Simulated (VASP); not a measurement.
# PbS (Galena) (Fm-3m) in VASP: notebook

The runs below take PbS (Galena) through single point, with r2SCAN.

All numbers are computed with VASP 6.6.1; they aren't measurements. Logs are shortened: lines on timing, memory, paths and dates and some standing lists are left out, and cuts for length are marked.

## (1) The cell of the first run

It takes space group Fm-3m (No. 225, cubic). The conventional cell has a = 5.895 Å, b = 5.895 Å, c = 5.895 Å, α = 90.00°, β = 90.00°, γ = 90.00°. Pb (site symmetry m-3m) has 6 S at 2.95 Å within 3.9 Å. S (site symmetry m-3m) has 6 Pb at 2.95 Å within 3.9 Å.

## (2) Single point, r2SCAN

Input file POSCAR:

```
PbS
1.0
    0.0000000000      2.9475152400      2.9475152400
    2.9475152400      0.0000000000      2.9475152400
    2.9475152400      2.9475152400      0.0000000000
Pb S
1 1
Direct
    0.0000000000      0.0000000000      0.0000000000
    0.5000000000      0.5000000000      0.5000000000
```

Input file INCAR.step1:

```
SYSTEM = PbS
  PREC = Accurate
  ENCUT = 520
  ISMEAR = -1
  SIGMA = 0.02
  LREAL = .FALSE.
  LASPH = .TRUE.
  NELM = 60
  NBANDS = 17
  GGA = PE
  ALGO = Normal
  EDIFF = 1E-4
  LWAVE = .TRUE.
  LCHARG = .FALSE.
```

Input file INCAR.step2:

```
SYSTEM = PbS
  PREC = Accurate
  ENCUT = 520
  EDIFF = 1E-6
  ISMEAR = -1
  SIGMA = 0.02
  LREAL = .FALSE.
  LASPH = .TRUE.
  NELM = 60
  ALGO = Normal
  ISIF = 2
  LWAVE = .FALSE.
  LCHARG = .TRUE.
  METAGGA = R2SCAN
  LMIXTAU = .TRUE.
  LELF = .TRUE.
  LVHAR = .TRUE.
  NBANDS = 17
  ISTART = 1
```

Input file KPOINTS:

```
regular mesh
0
G
  8 8 8
  0 0 0
```

Potentials or basis: VASP PAW PBE potentials, release 64 (Pb_d, S).

On the command line:

```console
$ cat potpaw_PBE.64/Pb_d/POTCAR potpaw_PBE.64/S/POTCAR > POTCAR
$ cp INCAR.step1 INCAR
$ mpirun -np 1 vasp_std > vasp.out
$ cp INCAR.step2 INCAR
$ mpirun -np 1 vasp_std > vasp.out
```

OUTCAR:

```text
SYSTEM = PbS
   PREC = Accurate
   ENCUT = 520
   EDIFF = 1E-6
   ISMEAR = -1
   LREAL = .FALSE.
   LASPH = .TRUE.
   NELM = 60
   ISIF = 2
   METAGGA = R2SCAN
   ISTART = 1

 ion  position               nearest neighbor table
   1  0.000  0.000  0.000-   2 2.95   2 2.95   2 2.95   2 2.95   2 2.95   2 2.95
   2  0.500  0.500  0.500-   1 2.95   1 2.95   1 2.95   1 2.95   1 2.95   1 2.95

  LATTYP: Found a face centered cubic cell.
 ALAT       =     5.8950304800

  Lattice vectors:

 A1 = (   0.0000000000,   2.9475152400,   2.9475152400)
 A2 = (   2.9475152400,   0.0000000000,   2.9475152400)
 A3 = (   2.9475152400,   2.9475152400,   0.0000000000)

Analysis of symmetry for initial positions (statically):
=====================================================================
 Subroutine PRICEL returns:
 Original cell was already a primitive cell.

 Routine SETGRP: Setting up the symmetry group for a
 face centered cubic supercell.

 Subroutine GETGRP returns: Found 48 space group operations
 (whereof 48 operations were pure point group operations)
 out of a pool of 48 trial point group operations.

The static configuration has the point symmetry O_h .

Analysis of symmetry for dynamics (positions and initial velocities):
=====================================================================
 Subroutine PRICEL returns:
 Original cell was already a primitive cell.

 Routine SETGRP: Setting up the symmetry group for a
 face centered cubic supercell.

 Subroutine GETGRP returns: Found 48 space group operations
 (whereof 48 operations were pure point group operations)
 out of a pool of 48 trial point group operations.

The dynamic configuration has the point symmetry O_h .

 Subroutine INISYM returns: Found 48 space group operations
 (whereof 48 operations are pure point group operations),
 and found     1 'primitive' translations

----------------------------------------------------------------------------------------

                                     Primitive cell

  volume of cell :      51.2151

  direct lattice vectors                    reciprocal lattice vectors
     0.000000000  2.947515240  2.947515240    -0.169634407  0.169634407  0.169634407
     2.947515240  0.000000000  2.947515240     0.169634407 -0.169634407  0.169634407
     2.947515240  2.947515240  0.000000000     0.169634407  0.169634407 -0.169634407

  length of vectors
     4.168416028  4.168416028  4.168416028     0.293815412  0.293815412  0.293815412

  position of ions in fractional coordinates (direct lattice)
     0.000000000  0.000000000  0.000000000
     0.500000000  0.500000000  0.500000000

  ion indices of the primitive-cell ions
   primitive index   ion index
                 1           1
                 2           2

----------------------------------------------------------------------------------------

 KPOINTS: regular mesh

Automatic generation of k-mesh.
 Grid dimensions read from file:
 generate k-points for:    8    8    8

 Generating k-lattice:

  Cartesian coordinates                     Fractional coordinates (reciprocal lattice)
    -0.021204301  0.021204301  0.021204301     0.125000000  0.000000000  0.000000000
     0.021204301 -0.021204301  0.021204301     0.000000000  0.125000000  0.000000000
     0.021204301  0.021204301 -0.021204301     0.000000000  0.000000000  0.125000000

  Length of vectors
     0.036726926  0.036726926  0.036726926

  Shift w.r.t. Gamma in fractional coordinates (k-lattice)
     0.000000000  0.000000000  0.000000000

 Subroutine IBZKPT returns following result:
 ===========================================

 Found     29 irreducible k-points:

 Following reciprocal coordinates:
            Coordinates               Weight
  0.000000  0.000000  0.000000      1.000000
  0.125000  0.000000  0.000000      8.000000
  0.250000  0.000000  0.000000      8.000000
  0.375000  0.000000  0.000000      8.000000
  0.500000  0.000000  0.000000      4.000000
  0.125000  0.125000  0.000000      6.000000
[... 16 lines left out ...]
  0.500000  0.250000  0.125000     48.000000
 -0.375000  0.250000  0.125000     24.000000
 [... further k-points ...]
   k-points           NKPTS =     29   k-points in BZ     NKDIM =     29   number of bands    NBANDS=     17
   number of dos      NEDOS =    301   number of ions     NIONS =      2
   total plane-waves  NPLWV =  32768
   dimension x,y,z NGX =    32 NGY =   32 NGZ =   32
   dimension x,y,z NGXF=    64 NGYF=   64 NGZF=   64
   ions per type =               1   1
   NGX,Y,Z   is equivalent  to a cutoff of  12.76, 12.76, 12.76 a.u.
   NGXF,Y,Z  is equivalent  to a cutoff of  25.52, 25.52, 25.52 a.u.
 SYSTEM =  PbS
   PREC   = accura    normal or accurate (medium, high low for compatibility)
   ISTART =      1    job   : 0-new  1-cont  2-samecut
   ICHARG =      0    charge: 1-file 2-atom 10-const
   ISPIN  =      1    spin polarized calculation?
   LNONCOLLINEAR =      F non collinear calculations
[... 92 lines left out ...]
     17      18.4809      0.00000

 k-point     4 :       0.3750    0.0000    0.0000
  band No.  band energies     occupation
      1     -11.5507      2.00000
      2     -11.5507      2.00000
      3     -11.5293      2.00000
      4     -11.4871      2.00000
      5     -11.4871      2.00000
      6      -7.4095      2.00000
[... 9 lines left out ...]
     16      15.5880      0.00000
     17      18.4054      0.00000

 k-point     5 :       0.5000    0.0000    0.0000
  band No.  band energies     occupation
      1     -11.5559      2.00000
      2     -11.5559      2.00000
      3     -11.5292      2.00000
      4     -11.4800      2.00000
      5     -11.4800      2.00000
      6      -7.1407      2.00000
[... 9 lines left out ...]
     16      16.5395      0.00000
     17      17.0423      0.00000

 k-point     6 :       0.1250    0.1250    0.0000
  band No.  band energies     occupation
      1     -11.5360      2.00000
      2     -11.5321      2.00000
      3     -11.5229      2.00000
      4     -11.5228      2.00000
      5     -11.5129      2.00000
      6      -8.2501      2.00000
[... 9 lines left out ...]
     16      14.2628      0.00000
     17      15.7346      0.00000

 k-point     7 :       0.2500    0.1250    0.0000
  band No.  band energies     occupation
      1     -11.5518      2.00000
      2     -11.5359      2.00000
      3     -11.5237      2.00000
      4     -11.5120      2.00000
      5     -11.5007      2.00000
      6      -7.9363      2.00000
[... 9 lines left out ...]
     16      15.0858      0.00000
     17      17.0910      0.00000

 k-point     8 :       0.3750    0.1250    0.0000
  band No.  band energies     occupation
      1     -11.5690      2.00000
      2     -11.5351      2.00000
      3     -11.5304      2.00000
      4     -11.5005      2.00000
      5     -11.4845      2.00000
      6      -7.4562      2.00000
[... 9 lines left out ...]
     16      16.1765      0.00000
     17      18.3315      0.00000
[... 203 lines left out ...]
      1     -11.6851      2.00000
      2     -11.5518      2.00000
      3     -11.4973      2.00000
      4     -11.4740      2.00000
      5     -11.4703      2.00000
      6      -6.7211      2.00000
[... 9 lines left out ...]
     16      18.1304      0.00000
     17      18.2588      0.00000

 k-point    20 :      -0.3750    0.3750    0.0000
  band No.  band energies     occupation
      1     -11.6595      2.00000
      2     -11.5356      2.00000
      3     -11.5110      2.00000
      4     -11.4852      2.00000
      5     -11.4752      2.00000
      6      -6.6593      2.00000
[... 9 lines left out ...]
     16      17.4391      0.00000
     17      19.2775      0.00000

 k-point    21 :       0.5000    0.5000    0.0000
  band No.  band energies     occupation
      1     -11.7087      2.00000
      2     -11.5592      2.00000
      3     -11.4892      2.00000
      4     -11.4665      2.00000
      5     -11.4665      2.00000
      6      -6.6368      2.00000
[... 9 lines left out ...]
     16      18.7249      0.00000
     17      18.7249      0.00000

 k-point    22 :       0.3750    0.2500    0.1250
  band No.  band energies     occupation
      1     -11.5769      2.00000
      2     -11.5359      2.00000
      3     -11.5242      2.00000
      4     -11.5008      2.00000
      5     -11.4919      2.00000
      6      -7.5666      2.00000
[... 9 lines left out ...]
     16      16.3846      0.00000
     17      16.6723      0.00000

 k-point    23 :       0.5000    0.2500    0.1250
  band No.  band energies     occupation
      1     -11.5960      2.00000
      2     -11.5333      2.00000
      3     -11.5254      2.00000
      4     -11.4960      2.00000
      5     -11.4838      2.00000
      6      -7.1130      2.00000
[... 9 lines left out ...]
     16      16.7699      0.00000
     17      17.8910      0.00000

 k-point    24 :      -0.3750    0.2500    0.1250
  band No.  band energies     occupation
      1     -11.6030      2.00000
      2     -11.5373      2.00000
      3     -11.5159      2.00000
      4     -11.5014      2.00000
      5     -11.4785      2.00000
      6      -6.8844      2.00000
[... 9 lines left out ...]
     16      17.3832      0.00000
     17      17.7929      0.00000

 [... further k-points ...]
[... 5 lines left out ...]
  --------------------------------------------------------------------------------------
  -------------------------------------------------------------------------------------
  Total        0.8027116      0.8027116      0.8027116      0.0000000      0.0000000      0.0000000
  in kB       25.1114591     25.1114591     25.1114591      0.0000000      0.0000000      0.0000000
  external PRESSURE =      25.1114591 kB  Pullay stress =       0.0000000 kB

 VOLUME and BASIS-vectors are now :
 -----------------------------------------------------------------------------
  energy-cutoff  :      520.00
  volume of cell :       51.22
      direct lattice vectors                 reciprocal lattice vectors
     0.000000000  2.947515240  2.947515240    -0.169634407  0.169634407  0.169634407
     2.947515240  0.000000000  2.947515240     0.169634407 -0.169634407  0.169634407
     2.947515240  2.947515240  0.000000000     0.169634407  0.169634407 -0.169634407

 POSITION                                       TOTAL-FORCE (eV/Angst)
 -----------------------------------------------------------------------------------
      0.00000      0.00000      0.00000        -0.000000      0.000000     -0.000000
      2.94752      2.94752      2.94752         0.000000     -0.000000      0.000000
 -----------------------------------------------------------------------------------
    total drift:                                0.000000     -0.000000     -0.000000

  FREE ENERGIE OF THE ION-ELECTRON SYSTEM (eV)
  ---------------------------------------------------
  free  energy   TOTEN  =       -65.5955489538 eV

  energy  without entropy=      -65.5955489433  energy(sigma->0) =      -65.59554895
```

It took 56 s on 1 thread of Intel Xeon Platinum 8488C (Sapphire Rapids), shared host; peak memory 0.18 GiB.

Results:

```yaml
Free_energy: -65.5955 eV
Pressure: 2.5 GPa
Band_gap_on_the_k_mesh: 0.55 eV, direct
```

Caveat: the PAW data sets were made with another functional, which shifts forces and pressure a little; spin-orbit coupling is left out, which moves the levels of the heavy elements. A k mesh can miss the band edges.

## (3) Single point, r2SCAN

This run uses another cell than the first one, of 26.14 Å³/atom, 1.021 times its volume.

Input file POSCAR:

```
PbS
1.0
    0.0000000000      2.9678435700      2.9678435700
    2.9678435700      0.0000000000      2.9678435700
    2.9678435700      2.9678435700      0.0000000000
Pb S
1 1
Direct
    0.0000000000      0.0000000000      0.0000000000
    0.5000000000      0.5000000000      0.5000000000
```

Input file INCAR.step1:

```
PREC = Accurate
ENCUT = 520
ISMEAR = -1
SIGMA = 0.02
LREAL = False
LASPH = True
NELM = 80
NBANDS = 17
GGA = PE
ALGO = Normal
EDIFF = 1E-4
LWAVE = True
LCHARG = False
```

Input file INCAR.step2:

```
PREC = Accurate
ENCUT = 520
EDIFF = 1E-6
ISMEAR = -1
SIGMA = 0.02
LREAL = False
LASPH = True
NELM = 80
ALGO = Normal
ISIF = 2
LWAVE = False
LCHARG = False
METAGGA = R2SCAN
LMIXTAU = True
NBANDS = 17
ISTART = 1
```

Input file KPOINTS:

```
regular mesh
0
Gamma
  8 8 8
```

Potentials or basis: VASP PAW PBE potentials, release 64 (Pb_d, S).

On the command line:

```console
$ cat potpaw_PBE.64/Pb_d/POTCAR potpaw_PBE.64/S/POTCAR > POTCAR
$ cp INCAR.step1 INCAR
$ mpirun -np 1 vasp_std > vasp.out
$ cp INCAR.step2 INCAR
$ mpirun -np 1 vasp_std > vasp.out
```

Wall time 53 s (1 thread of Intel Xeon Platinum 8488C (Sapphire Rapids), shared host); peak memory 0.19 GiB.

Results (log left out):

* Free energy: -65.6082 eV
* Pressure: 1.2 GPa
* Band gap on the k mesh: 0.63 eV, direct

Levels at points of the mesh, in eV from the valence-band top:
```tsv
k point	band 8	band 9	band 10	band 11	band 12	band 13
(0.00, 0.00, 0.00)	-2.33	-2.33	-2.33	5.55	5.55	5.55
(0.50, 0.00, 0.00)	-1.92	-1.92	0.00	0.63	2.18	2.18
(0.50, 0.50, 0.00)	-5.37	-3.61	-3.61	4.15	6.00	6.08
```

Caveat: the PAW data sets were made with another functional, which shifts forces and pressure a little; spin-orbit coupling is left out, which moves the levels of the heavy elements.

## (4) Single point, r2SCAN

This run uses another cell than the first one, of 26.67 Å³/atom, 1.042 times its volume.

Input file POSCAR:

```
PbS
1.0
    0.0000000000      2.9878971792      2.9878971792
    2.9878971792      0.0000000000      2.9878971792
    2.9878971792      2.9878971792      0.0000000000
Pb S
1 1
Direct
    0.0000000000      0.0000000000      0.0000000000
    0.5000000000      0.5000000000      0.5000000000
```

Input file INCAR.step1:

```
ALGO     = Normal         # electronic algorithm
EDIFF    = 1E-4           # SCF threshold, eV
ENCUT    = 520            # plane-wave cutoff, eV
GGA      = PE             # functional
ISMEAR   = -1             # smearing method
LASPH    = True           # aspherical terms in the spheres
LCHARG   = False          # write CHGCAR
LREAL    = False          # projectors in reciprocal space
LWAVE    = True           # write WAVECAR
NBANDS   = 17             # bands
NELM     = 100            # most SCF steps
PREC     = Accurate       # precision mode
SIGMA    = 0.02           # smearing width, eV
```

Input file INCAR.step2:

```
ALGO     = Normal         # electronic algorithm
EDIFF    = 1E-7           # SCF threshold, eV
ENCUT    = 520            # plane-wave cutoff, eV
ISIF     = 2              # what is computed and relaxed
ISMEAR   = -1             # smearing method
ISTART   = 1            
LASPH    = True           # aspherical terms in the spheres
LCHARG   = False          # write CHGCAR
LMIXTAU  = True         
LREAL    = False          # projectors in reciprocal space
LWAVE    = False          # write WAVECAR
METAGGA  = R2SCAN         # meta-GGA
NBANDS   = 17             # bands
NELM     = 100            # most SCF steps
PREC     = Accurate       # precision mode
SIGMA    = 0.02           # smearing width, eV
```

Input file KPOINTS:

```
k-points
0
Gamma
  8 8 8
```

On the command line:

```console
$ cat potpaw_PBE.64/Pb_d/POTCAR potpaw_PBE.64/S/POTCAR > POTCAR
$ cp INCAR.step1 INCAR
$ mpirun -np 1 vasp_std > vasp.out
$ cp INCAR.step2 INCAR
$ mpirun -np 1 vasp_std > vasp.out
```

Run time: 57 s. Hardware: 1 thread of Intel Xeon Platinum 8488C (Sapphire Rapids), shared host; peak memory 0.19 GiB.

It converged, with:

```
Free energy            : -65.6122 eV
Pressure               : -0.1 GPa
Band gap on the k mesh : 0.70 eV, direct
```

Levels at points of the mesh, in eV from the valence-band top:
```tsv
k point	band 8	band 9	band 10	band 11	band 12	band 13
(0.00, 0.00, 0.00)	-2.20	-2.20	-2.20	5.51	5.51	5.51
(0.50, 0.00, 0.00)	-1.81	-1.81	0.00	0.70	2.25	2.25
(0.50, 0.50, 0.00)	-5.17	-3.44	-3.44	4.27	5.95	6.02
```

Caveat: the PAW data sets were made with another functional, which shifts forces and pressure a little; spin-orbit coupling is left out, which moves the levels of the heavy elements.

## (5) Single point, r2SCAN

This run uses another cell than the first one, of 26.67 Å³/atom, 1.042 times its volume.

Input file POSCAR:

```
PbS
1.0
    0.0000000000      2.9878971800      2.9878971800
    2.9878971800      0.0000000000      2.9878971800
    2.9878971800      2.9878971800      0.0000000000
Pb S
1 1
Direct
    0.0000000000      0.0000000000      0.0000000000
    0.5000000000      0.5000000000      0.5000000000
```

Input file INCAR.step1:

```
SYSTEM = PbS
PREC = Accurate
ENCUT = 520
ISMEAR = -1
SIGMA = 0.02
LREAL = .FALSE.
LASPH = .TRUE.
NELM = 80
NBANDS = 17
GGA = PE
ALGO = Normal
EDIFF = 1E-4
LWAVE = .TRUE.
LCHARG = .FALSE.
```

Input file INCAR.step2:

```
SYSTEM = PbS
PREC = Accurate
ENCUT = 520
EDIFF = 1E-6
ISMEAR = -1
SIGMA = 0.02
LREAL = .FALSE.
LASPH = .TRUE.
NELM = 80
ALGO = Normal
ISIF = 2
LWAVE = .FALSE.
LCHARG = .TRUE.
METAGGA = R2SCAN
LMIXTAU = .TRUE.
LELF = .TRUE.
LVHAR = .TRUE.
NBANDS = 17
ISTART = 1
```

Input file KPOINTS:

```
Automatic mesh
0
G
  8 8 8
  0 0 0
```

On the command line:

```console
$ cat potpaw_PBE.64/Pb_d/POTCAR potpaw_PBE.64/S/POTCAR > POTCAR
$ cp INCAR.step1 INCAR
$ mpirun -np 1 vasp_std > vasp.out
$ cp INCAR.step2 INCAR
$ mpirun -np 1 vasp_std > vasp.out
```

Run time: 54 s. Hardware: 1 thread of Intel Xeon Platinum 8488C (Sapphire Rapids), shared host; peak memory 0.18 GiB.

It converged, with:

```
Free energy            : -65.6122 eV
Pressure               : -0.1 GPa
Band gap on the k mesh : 0.70 eV, direct
```

Levels at points of the mesh, in eV from the valence-band top:
```tsv
k point	band 8	band 9	band 10	band 11	band 12	band 13
(0.00, 0.00, 0.00)	-2.20	-2.20	-2.20	5.51	5.51	5.51
(0.50, 0.00, 0.00)	-1.81	-1.81	0.00	0.70	2.25	2.25
(0.50, 0.50, 0.00)	-5.17	-3.44	-3.44	4.27	5.95	6.02
```

Caveat: the PAW data sets were made with another functional, which shifts forces and pressure a little; spin-orbit coupling is left out, which moves the levels of the heavy elements. A k mesh can miss the band edges.

## (6) Summary

| cell | gap on the mesh (eV) | pressure (GPa) |
| --- | --- | --- |
| a = 4.168 Å, angles 60.0°, 2 atoms | 0.55 | 2.5 |
| a = 4.197 Å, angles 60.0°, 2 atoms | 0.63 | 1.2 |
| a = 4.226 Å, angles 60.0°, 2 atoms | 0.70 | -0.1 |

Alike in all rows: task single point; level r2SCAN; potentials or basis VASP PAW PBE potentials, release 64 (Pb_d, S); no spin polarisation; k mesh 8 × 8 × 8; cutoff (eV) 520; smearing fermi-dirac 0.02 eV.

Caveats: the PAW data sets were made with another functional, which shifts forces and pressure a little; spin-orbit coupling is left out, which moves the levels of the heavy elements.

Absolute energies hang on the potentials; compare differences alone.
